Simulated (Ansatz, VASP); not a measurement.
Two plane-wave programs on Ba

```xyz
1
Lattice="-1.8230 1.8230 1.8230 1.8230 -1.8230 1.8230 1.8230 1.8230 -1.8230" Properties=species:S:1:pos:R:3 pbc="T T T"
Ba    0.0000    0.0000    0.0000
```

Change from the starting cell: volume scaled by 0.45, PAW files, source ansatz.

Alike in both runs: task single point; functional LDA; k mesh 11 × 11 × 11; occupations fermi-dirac, width 0.05 eV; no spin polarisation.

|  | VASP | Ansatz |
| --- | --- | --- |
| version | VASP 6.6.1 | Ansatz 0.2.0 |
| potentials or method | VASP PAW LDA potentials, release 64 (Ba_sv) | scalar-relativistic |
| plane-wave cutoff (eV) | 520 | 300 |
| valence electrons in the cell | 10 | 10 |

|  | VASP | Ansatz | Ansatz less VASP |
| --- | --- | --- | --- |
| pressure (GPa) | 31.0 | 25.3 | -5.78 |

LDA's correlation is that of Perdew and Zunger in VASP and of Perdew and Wang (1992) in Ansatz.

Spin-orbit coupling is off throughout.
